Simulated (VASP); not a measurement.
CaO, 2 atoms in the cell. Symmetry: Fm-3m, No. 225, cubic system. Conventional cell: a = 4.795 Å, b = 4.795 Å, c = 4.795 Å, α = 90.00°, β = 90.00°, γ = 90.00°. Within 3.2 Å of Ca (site symmetry m-3m) lie 6 O at 2.40 Å. O (site symmetry m-3m) has 6 Ca at 2.40 Å within 3.2 Å. 

```yaml
Program: VASP 6.6.1
Task: single point
Functional: PBE
Potentials_or_basis: VASP PAW PBE potentials, release 64 (Ca_sv, O)
Cutoff: 600 eV
k_mesh: 6 × 6 × 6
Occupations: gaussian, width 0.01 eV
Spin: no spin polarisation
Dipole_correction: no
Further_INCAR_settings: ALGO = Normal; EDIFF = 1e-06; NBANDS = 15; ISYM = 0
```

Potentials or basis: VASP PAW PBE potentials, release 64 (Ca_sv, O).

Launch:

```sh
$ cat potpaw_PBE.64/Ca_sv/POTCAR potpaw_PBE.64/O/POTCAR > POTCAR
$ mpirun -np 1 vasp_std > vasp.out
```

Hardware: 1 thread of Intel Xeon 8259CL (shared host).

**Question.** Estimate the wall time of this run.

**Answer.** It took 80 s on 1 thread of Intel Xeon 8259CL, with other jobs on the host, peak memory 0.2 GiB. Counts: scf iterations 12, k points 112.
